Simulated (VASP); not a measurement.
# Li4H in VASP: single point with r2SCAN

Aim: the single point of Li4H with r2SCAN.

Program: VASP 6.6.1. These are calculated values, not measurements. Logs are shortened: lines on timing, memory, paths and dates and some standing lists are left out, and cuts for length are marked.

## Step 1: The cell of the first run

The cell holds a slab with vacuum, 5 atoms: a = 3.093 Å, b = 3.093 Å, c = 26.596 Å, α = 90.00°, β = 90.00°, γ = 120.00°.

## Step 2: Single point, r2SCAN

POSCAR

```
Li4H
1.0
    3.0926129057      0.0000000000      0.0000000000
   -1.5463064529      2.6782813404      0.0000000000
    0.0000000000      0.0000000000     26.5962151022
Li H
4 1
Direct
    0.6666666666      0.3333333333      0.3195943471
    0.3333333334      0.6666666667      0.4147985591
    0.6856070279      0.3712140558      0.5045723861
    0.3548259974      0.7096519948      0.5918152199
   -0.3116233213     -0.6232466426      0.5838934121
```

INCAR.step1

```
SYSTEM = Li4H
PREC = Accurate
ENCUT = 1010
ISMEAR = 0
SIGMA = 0.1
LREAL = .FALSE.
LASPH = .TRUE.
NELM = 120
LDIPOL = .TRUE.
IDIPOL = 3
DIPOL = 0.5 0.5 0.483
NBANDS = 14
GGA = PE
ALGO = Normal
EDIFF = 1E-5
LWAVE = .TRUE.
LCHARG = .FALSE.
GGA_COMPAT = .FALSE.
NELMDL = -8
```

INCAR.step2

```
SYSTEM = Li4H
PREC = Accurate
ENCUT = 1010
EDIFF = 1E-6
ISMEAR = 0
SIGMA = 0.1
LREAL = .FALSE.
LASPH = .TRUE.
NELM = 120
ALGO = Normal
ISIF = 2
LWAVE = .FALSE.
LCHARG = .FALSE.
LDIPOL = .TRUE.
IDIPOL = 3
DIPOL = 0.5 0.5 0.483
METAGGA = R2SCAN
LMIXTAU = .TRUE.
NBANDS = 14
ISTART = 1
GGA_COMPAT = .FALSE.
```

KPOINTS

```
Automatic mesh
0
G
  9 9 1
  0 0 0
```

Potentials or basis: VASP PAW PBE potentials, release 64 (Li_sv, H_h).

The run is started by

```
cat potpaw_PBE.64/Li_sv/POTCAR potpaw_PBE.64/H_h/POTCAR > POTCAR
cp INCAR.step1 INCAR
mpirun -np 1 vasp_std > vasp.out
cp INCAR.step2 INCAR
mpirun -np 1 vasp_std > vasp.out
```

OUTCAR:

```text
SYSTEM = Li4H
   PREC = Accurate
   ENCUT = 1010
   EDIFF = 1E-6
   ISMEAR = 0
   LREAL = .FALSE.
   LASPH = .TRUE.
   NELM = 120
   ISIF = 2
   METAGGA = R2SCAN
   ISTART = 1

 ion  position               nearest neighbor table
   1  0.667  0.333  0.320-
   2  0.333  0.667  0.415-
   3  0.686  0.371  0.505-
   4  0.355  0.710  0.592-
   5  0.688  0.377  0.584-

  LATTYP: Found a hexagonal cell.
 ALAT       =     3.0926129057
 C/A-ratio  =     8.5999172587

  Lattice vectors:

 A1 = (   3.0926129057,   0.0000000000,   0.0000000000)
 A2 = (  -1.5463064529,   2.6782813404,   0.0000000000)
 A3 = (   0.0000000000,   0.0000000000,  26.5962151022)

Analysis of symmetry for initial positions (statically):
=====================================================================
 Subroutine PRICEL returns:
 Original cell was already a primitive cell.

 Routine SETGRP: Setting up the symmetry group for a
 hexagonal supercell.

 Subroutine GETGRP returns: Found  2 space group operations
 (whereof  2 operations were pure point group operations)
 out of a pool of 24 trial point group operations.

The static configuration has the point symmetry C_1h.

Analysis of symmetry for dynamics (positions and initial velocities):
=====================================================================
 Subroutine PRICEL returns:
 Original cell was already a primitive cell.

 Routine SETGRP: Setting up the symmetry group for a
 hexagonal supercell.

 Subroutine GETGRP returns: Found  2 space group operations
 (whereof  2 operations were pure point group operations)
 out of a pool of 24 trial point group operations.

The dynamic configuration has the point symmetry C_1h.

 Subroutine INISYM returns: Found  2 space group operations
 (whereof  2 operations are pure point group operations),
 and found     1 'primitive' translations

----------------------------------------------------------------------------------------

                                     Primitive cell

  volume of cell :     220.2935

  direct lattice vectors                    reciprocal lattice vectors
     3.092612906  0.000000000  0.000000000     0.323351170  0.186686885  0.000000000
    -1.546306453  2.678281340  0.000000000     0.000000000  0.373373770  0.000000000
     0.000000000  0.000000000 26.596215102     0.000000000  0.000000000  0.037599335

  length of vectors
     3.092612906  3.092612906 26.596215102     0.373373770  0.373373770  0.037599335

  position of ions in fractional coordinates (direct lattice)
     0.666666667  0.333333333  0.319594347
     0.333333333  0.666666667  0.414798559
     0.685607028  0.371214056  0.504572386
     0.354825997  0.709651995  0.591815220
     0.688376679  0.376753357  0.583893412

  ion indices of the primitive-cell ions
   primitive index   ion index
                 1           1
                 2           2
                 3           3
                 4           4
                 5           5

----------------------------------------------------------------------------------------

 KPOINTS: Automatic mesh

Automatic generation of k-mesh.
 Grid dimensions read from file:
 generate k-points for:    9    9    1

 Generating k-lattice:

  Cartesian coordinates                     Fractional coordinates (reciprocal lattice)
     0.035927908  0.020742987  0.000000000     0.111111111  0.000000000  0.000000000
     0.000000000  0.041485974  0.000000000     0.000000000  0.111111111  0.000000000
     0.000000000  0.000000000  0.037599335     0.000000000  0.000000000  1.000000000

  Length of vectors
     0.041485974  0.041485974  0.037599335

  Shift w.r.t. Gamma in fractional coordinates (k-lattice)
     0.000000000  0.000000000  0.000000000

 Subroutine IBZKPT returns following result:
 ===========================================

 Found     25 irreducible k-points:

 Following reciprocal coordinates:
            Coordinates               Weight
  0.000000  0.000000  0.000000      1.000000
  0.111111 -0.000000  0.000000      4.000000
  0.000000  0.111111  0.000000      2.000000
  0.222222 -0.000000  0.000000      4.000000
  0.000000  0.222222  0.000000      2.000000
  0.333333 -0.000000  0.000000      4.000000
[... 16 lines left out ...]
 -0.222222 -0.444444  0.000000      4.000000
  0.444444  0.333333  0.000000      4.000000
   k-points           NKPTS =     25   k-points in BZ     NKDIM =     25   number of bands    NBANDS=     14
   number of dos      NEDOS =    301   number of ions     NIONS =      5
   total plane-waves  NPLWV = 286720
   dimension x,y,z NGX =    32 NGY =   32 NGZ =  280
   dimension x,y,z NGXF=    64 NGYF=   64 NGZF=  560
   ions per type =               4   1
   NGX,Y,Z   is equivalent  to a cutoff of  17.20, 17.20, 17.50 a.u.
   NGXF,Y,Z  is equivalent  to a cutoff of  34.40, 34.40, 35.00 a.u.
 SYSTEM =  Li4H
   PREC   = accura    normal or accurate (medium, high low for compatibility)
   ISTART =      1    job   : 0-new  1-cont  2-samecut
   ICHARG =      0    charge: 1-file 2-atom 10-const
   ISPIN  =      1    spin polarized calculation?
   LNONCOLLINEAR =      F non collinear calculations
   LSORBIT =      F    spin-orbit coupling
   LASPH  =      T    aspherical Exc in radial PAW
   ENCUT  = 1010.0 eV  74.23 Ry    8.62 a.u.   8.01  8.01 68.92*2*pi/ulx,y,z
   NELM   =    120;   NELMIN=  2; NELMDL=  0     # of ELM steps
   EDIFF  = 0.1E-05   stopping-criterion for ELM
   LREAL  =      F    real-space projection
   EDIFFG = 0.1E-04   stopping-criterion for IOM
   NSW    =      0    number of steps for IOM
   IBRION =     -1    ionic relax: 0-MD 1-quasi-New 2-CG
   NFREE  =      0    steps in history (QN), initial steepest desc. (CG)
   ISIF   =      2    stress and relaxation
   ISYM   =      2    0-nonsym 1-usesym 2-fastsym
   POTIM  = 0.5000    time-step for ionic-motion
   TEBEG  =    0.0;   TEEND  =   0.0 temperature during run
   PSTRESS=    0.0 pullay stress
   NELECT =      13.0000    total number of electrons
   NUPDOWN=      -1.0000    fix difference up-down
   EMIN   =  10.00;   EMAX   =-10.00  energy-range for DOS
   EFERMI =   0.00;   METHOD = LEGACY
   ISMEAR =     0;   SIGMA  =   0.10  broadening in eV -4-tet -1-fermi 0-gaus
   EFERMI_NEDOS =   21; number of points for ismear=-14 and -15
   IALGO  =     38    algorithm
   IMIX   =      4    mixing-type and parameters
     AMIX     =   0.40;   BMIX     =  1.00
     AMIX_MAG =   1.60;   BMIX_MAG =  1.00
  volume/ion in A,a.u.               =      44.06       297.32
  Fermi-wavevector in a.u.,A,eV,Ry     =   0.637366  1.204447  5.527165  0.406235
  Thomas-Fermi vector in A             =   1.702348
   LORBIT       =      0    0 simple, 1 ext, 2 COOP (PROOUT), +10 PAW based schemes
   METAGGA = R2SCAN    functional components
   LHFCALC =     F    Hartree Fock is set to
   AEXX    =    0.0000 exact exchange contribution
   IVDW    =     0    specifies the selected vdW correction
   LEPSILON=     F    determine dielectric tensor
   LRPA    =     F    only Hartree local field effects (RPA)
 non-spin polarized calculation
 Gauss-broadening in eV      SIGMA  =   0.10
  energy-cutoff  :     1010.00
  volume of cell :      220.29
 maximum number of plane-waves:     16095
   NGX = 17   NGY = 17   NGZ =137

 number of electron      13.0000002 magnetization

 dipolmoment           0.000000      0.000000     -0.043447 electrons x Angstroem

 Free energy of the ion-electron system (eV)
  ---------------------------------------------------
  ext. energy  EPLUGINS =         0.00000000
  ---------------------------------------------------
  free energy    TOTEN  =       -13.22016184 eV

  energy without entropy =      -13.20081033  energy(sigma->0) =      -13.21048608

 E-fermi :  -1.3345     XC(G=0):  -3.3194

 val. band max:       -1.3540680153   @ k =  -0.1111  -0.4444   0.0000
 cond. band min:      -1.3251337740   @ k =   0.0000   0.0000   0.0000
 fundamental gap:      0.0289342413
 Fermi energy:        -1.3344923084

 k-point     1 :       0.0000    0.0000    0.0000
  band No.  band energies     occupation
      1     -49.9644      2.00000
      2     -49.9619      2.00000
      3     -49.6128      2.00000
      4     -49.5940      2.00000
      5      -7.6575      2.00000
      6      -4.9113      2.00000
      7      -3.7219      2.00000
      8      -2.0521      2.00000
      9      -1.3251      0.89471
     10       0.6709      0.00000
     11       1.4545      0.00000
     12       2.1053      0.00000
     13       2.3116      0.00000
     14       3.6363      0.00000

 k-point     2 :       0.1111   -0.0000    0.0000
  band No.  band energies     occupation
      1     -49.9631      2.00000
      2     -49.9603      2.00000
      3     -49.6113      2.00000
      4     -49.5929      2.00000
      5      -7.5134      2.00000
      6      -4.7039      2.00000
      7      -3.5163      2.00000
      8      -1.8184      2.00000
      9      -1.0537      0.00007
     10       0.8781      0.00000
     11       1.6817      0.00000
     12       2.3529      0.00000
     13       2.5268      0.00000
     14       3.8506      0.00000
[... 343 lines left out ...]
      1     -49.9528      2.00000
      2     -49.9479      2.00000
      3     -49.5988      2.00000
      4     -49.5843      2.00000
      5      -5.7541      2.00000
      6      -1.1719      0.02152
      7      -0.3862      0.00000
      8       0.5671      0.00000
      9       1.3762      0.00000
     10       2.2795      0.00000
     11       2.7338      0.00000
     12       3.5719      0.00000
     13       3.8556      0.00000
     14       4.8741      0.00000

 k-point    24 :       0.4444    0.3333    0.0000
  band No.  band energies     occupation
      1     -49.9528      2.00000
      2     -49.9479      2.00000
      3     -49.5986      2.00000
      4     -49.5846      2.00000
      5      -5.7560      2.00000
      6      -1.1515      0.00968
      7      -0.4134      0.00000
      8       0.5220      0.00000
      9       1.4253      0.00000
     10       2.2397      0.00000
     11       2.7261      0.00000
     12       3.6414      0.00000
     13       3.8771      0.00000
     14       4.9028      0.00000

 [... further k-points ...]

------------------------ aborting loop because EDIFF is reached ----------------------------------------

 vacuum level on the upper side and lower side of the slab       (xc-potential included)        -0.479         0.461

  FORCE on cell =-STRESS in cart. coord.  units (eV):
  Direction    XX          YY          ZZ          XY          YZ          ZX
  --------------------------------------------------------------------------------------
  -------------------------------------------------------------------------------------
  Total        0.1862857      0.2225411     -0.2491504     -0.0000000     -0.0374811      0.0000000
  in kB        1.3548412      1.6185243     -1.8120518     -0.0000000     -0.2725972      0.0000000
  external PRESSURE =       0.3871046 kB  Pullay stress =       0.0000000 kB

 VOLUME and BASIS-vectors are now :
 -----------------------------------------------------------------------------
  energy-cutoff  :     1010.00
  volume of cell :      220.29
      direct lattice vectors                 reciprocal lattice vectors
     3.092612906  0.000000000  0.000000000     0.323351170  0.186686885  0.000000000
    -1.546306453  2.678281340  0.000000000     0.000000000  0.373373770  0.000000000
     0.000000000  0.000000000 26.596215102     0.000000000  0.000000000  0.037599335

 POSITION                                       TOTAL-FORCE (eV/Angst)
 -----------------------------------------------------------------------------------
      1.54631      0.89276      8.50000        -0.000000      0.002106      0.069358
      0.00000      1.78552     11.03207        -0.000000      0.004545     -0.054623
      1.54631      0.99422     13.41972        -0.000000      0.024772      0.029839
     -0.00000      1.90065     15.74004         0.000000     -0.026552     -0.036081
      1.54631      1.00905     15.52935         0.000000     -0.004871     -0.008493
 -----------------------------------------------------------------------------------
    total drift:                                0.000001     -0.000882     -0.024984

  FREE ENERGIE OF THE ION-ELECTRON SYSTEM (eV)
  ---------------------------------------------------
  free  energy   TOTEN  =       -13.2201618383 eV

  energy  without entropy=      -13.2008103307  energy(sigma->0) =      -13.21048608

 vacuum level on the upper side and lower side of the slab         1.078         2.028
```

It took 23 min on 1 thread of Intel Xeon 6975P-C (Granite Rapids), shared host; peak memory 0.75 GiB.

Results:

| Item | Value |
| --- | --- |
| Free energy | -13.2202 eV |
| Largest force | 0.069 eV/Å |
| Band gap on the k mesh | zero (an odd number of electrons rules out a gap without spin polarisation) |

Forces in eV/Å, atoms in the order of the input:
```
Li   0.000  0.002  0.069
Li   0.000  0.005 -0.055
Li   0.000  0.025  0.030
Li   0.000 -0.027 -0.036
H    0.000 -0.005 -0.008
```

Caveat: the PAW data sets were made with another functional, which shifts forces and pressure a little.

The gap in the log of VASP goes by the Fermi energy; the results here count the filled bands.